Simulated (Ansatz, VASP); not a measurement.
# Two plane-wave programs on Ba

The input INCAR:

```
SYSTEM = Ba
PREC = Accurate
ENCUT = 520
EDIFF = 1E-7
ISMEAR = -1
SIGMA = 0.1
LREAL = .False.
LASPH = .True.
NELM = 60
ALGO = Normal
ISIF = 2
LWAVE = .False.
LCHARG = .False.
GGA = CA
NBANDS = 11
```

Contents of KPOINTS:

```
regular mesh
0
Gamma
  3 3 3
  0 0 0
```

File POSCAR:

```
Ba
1.0
   -2.3789385306      2.3789385306      2.3789385306
    2.3789385306     -2.3789385306      2.3789385306
    2.3789385306      2.3789385306     -2.3789385306
Ba
1
Direct
    0.0000000000      0.0000000000      0.0000000000
```

Input for Ansatz:

```yaml
crystal:
  lattice:
    - [-2.3789385306, 2.3789385306, 2.3789385306]
    - [2.3789385306, -2.3789385306, 2.3789385306]
    - [2.3789385306, 2.3789385306, -2.3789385306]
  atoms:
    - { symbol: Ba, position: [0.0, 0.0, 0.0] }
hamiltonian:
  xc: lda
  pseudopotentials:
    kind: paw
    azcp:
      Ba: "pseudopotentials/Ba.paw.azcp"
basis:
  ecutwfc: 420
  fft_grid_basis: typed
kpoints:
  mp_grid: { grid: [3, 3, 3], shift: [0, 0, 0] }
magnetization:
  spin_polarized: false
scf:
  occupations: { method: fermi_dirac, width: 0.1 }
  lower_state_search: "off"
output:
  stress: true
```

Alike in both runs: task single point; functional LDA; k mesh 3 × 3 × 3; occupations fermi-dirac, width 0.1 eV; no spin polarisation.

```csv
,VASP,Ansatz
version,VASP 6.6.1,Ansatz 0.2.0
potentials or method,"VASP PAW LDA potentials, release 64 (Ba_sv), cutoff 520 eV","plane waves (420 eV) with PAW, scalar-relativistic"
valence electrons in the cell,10,10
```

VASP gave:

| Property | Result |
| --- | --- |
| pressure (GPa) | -1.1 |

**Question.** What did Ansatz give for the same quantities?

**Answer.** Pressure (GPa): -1.3.

Ansatz warns that its potentials were made for another functional, while VASP's fit it. LDA's correlation is that of Perdew and Zunger in VASP and of Perdew and Wang (1992) in Ansatz.

The k mesh is coarse, so the values compare programs but aren't converged. Spin-orbit coupling is off throughout.
